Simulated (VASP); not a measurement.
## Na: single point with PBEsol

The system is Na.

```
CELL_PARAMETERS angstrom
2.73376 0.00000 0.00000
-1.36688 2.36751 0.00000
0.00000 0.00000 8.99366
ATOMIC_POSITIONS crystal
Na 0.00000 0.00000 0.00000
Na 0.33333 0.66667 0.25000
Na 0.00000 0.00000 0.50000
Na 0.66667 0.33333 0.75000
```

```yaml
Program: VASP 6.6.1
Task: single point
Functional: PBEsol
Potentials_or_basis: VASP PAW PBE potentials, release 64 (Na_pv)
Cutoff: 520 eV
k_mesh: 7 × 7 × 2
Occupations: methfessel-paxton, width 0.1 eV
Spin: no spin polarisation
Dipole_correction: no
Further_INCAR_settings: ALGO = Normal; EDIFF = 1e-06; NBANDS = 22
```

```yaml
Pressure: 40.2 GPa
Band_gap_on_the_k_mesh: zero (band 14 reaches 6.83 eV, above the bottom of band 15 at 1.09 eV)
```

Stress tensor (GPa, compression positive):
```
40.04  0.00  0.00
 0.00 40.04  0.00
 0.00  0.00 40.48
```

Levels at points of the mesh, in eV from the Fermi level:
```csv
k point,band 11,band 12,band 13,band 14,band 15,band 16,band 17,band 18
"(0.00, 0.00, 0.00)",-24.89,-24.89,-5.75,-3.75,-3.74,0.93,2.11,9.22
"(0.00, 0.00, 0.50)",-24.90,-24.90,-5.23,-5.23,-1.48,-1.48,5.12,5.12
```

Wall time 8.1 s on 1 thread of Intel(R) Xeon(R) Platinum 8488C (Sapphire Rapids) (shared host), peak memory 0.16 GiB.

Caveat: the k points lie up to 0.38 Å⁻¹ apart; the PAW data sets were made with another functional, which shifts forces and pressure a little.
